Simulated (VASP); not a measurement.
A run of VASP 6.6.1 is set up as follows.

The input POSCAR:

```
HfO2
1.0
    0.0000000000      2.5291823194      2.5291823194
    2.5291823194      0.0000000000      2.5291823194
    2.5291823194      2.5291823194      0.0000000000
Hf O
1 2
Direct
    0.0000000000      0.0000000000      0.0000000000
    0.2500000000      0.2500000000      0.2500000000
    0.7500000000      0.7500000000      0.7500000000
```

INCAR.step1

```
ALGO = Normal
EDIFF = 1E-5
ENCUT = 520
GGA = PE
ISIF = 2
ISMEAR = 0
LASPH = T
LCHARG = F
LREAL = F
LWAVE = T
NBANDS = 18
NELM = 80
PREC = Accurate
SIGMA = 0.01
```

The input INCAR.step2:

```
ALGO = Normal
EDIFF = 1E-6
ENCUT = 520
GGA = PE
HFSCREEN = 0.2079
ISIF = 2
ISMEAR = 0
ISTART = 1
LASPH = T
LCHARG = F
LHFCALC = T
LREAL = F
LWAVE = F
NBANDS = 18
NELM = 80
PREC = Accurate
PRECFOCK = Normal
SIGMA = 0.01
```

The input KPOINTS:

```
k-points
0
Gamma
  4 4 4
```

Potentials or basis: VASP PAW PBE potentials, release 64 (Hf_pv, O).

Launch:

```sh
$ cat potpaw_PBE.64/Hf_pv/POTCAR potpaw_PBE.64/O/POTCAR > POTCAR
$ cp INCAR.step1 INCAR
$ mpirun -np 1 vasp_std > vasp.out
$ cp INCAR.step2 INCAR
$ mpirun -np 1 vasp_std > vasp.out
```

Task: Estimate the band gap on the k mesh.

Result: 5.36 eV.

Task: Predict the pressure.

Result: -5.3 GPa.

Caveat: the k points lie up to 0.54 Å⁻¹ apart; the PAW data sets were made with another functional, which shifts forces and pressure a little; spin-orbit coupling is left out, which moves the levels of the heavy elements. A k mesh can miss the band edges.
